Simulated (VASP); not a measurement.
A run of VASP 6.6.1 is set up as follows.

The input POSCAR:

```
KZnF3
1.0
    4.0270278051      0.0000000000      0.0000000000
    0.0000000000      4.0270278051      0.0000000000
    0.0000000000      0.0000000000      4.0270278051
K Zn F
1 1 3
Direct
    0.0000000000      0.0000000000      0.0000000000
    0.5000000000      0.5000000000      0.5000000000
    0.5000000000      0.5000000000      0.0000000000
    0.5000000000      0.0000000000      0.5000000000
    0.0000000000      0.5000000000      0.5000000000
```

Contents of INCAR.step1:

```
  PREC = Accurate
  ENCUT = 520
  ISMEAR = -1
  SIGMA = 0.03
  LREAL = F
  LASPH = T
  NELM = 60
  NBANDS = 29
  GGA = PE
  ALGO = Normal
  EDIFF = 1E-4
  LWAVE = T
  LCHARG = F
```

INCAR.step2

```
  PREC = Accurate
  ENCUT = 520
  EDIFF = 1E-6
  ISMEAR = -1
  SIGMA = 0.03
  LREAL = F
  LASPH = T
  NELM = 60
  ALGO = Normal
  ISIF = 2
  LWAVE = F
  LCHARG = F
  METAGGA = R2SCAN
  LMIXTAU = T
  LUSE_VDW = T
  IVDW_NL = 2
  BPARAM = 11.95
  CPARAM = 0.0093
  NBANDS = 29
  ISTART = 1
```

File KPOINTS:

```
regular mesh
0
Gamma
  6 6 6
```

Potentials or basis: VASP PAW PBE potentials, release 64 (K_sv, Zn, F).

Command:

```console
$ cat potpaw_PBE.64/K_sv/POTCAR potpaw_PBE.64/Zn/POTCAR potpaw_PBE.64/F/POTCAR > POTCAR
$ cp INCAR.step1 INCAR
$ mpirun -np 1 vasp_std > vasp.out
$ cp INCAR.step2 INCAR
$ mpirun -np 1 vasp_std > vasp.out
```

Question: Estimate the pressure.

Answer: 0.4 GPa.

Question: Estimate the band gap on the k mesh.

Answer: 4.57 eV, indirect (least direct gap 6.67 eV).

Caveat: the PAW data sets were made with another functional, which shifts forces and pressure a little. A k mesh can miss the band edges.
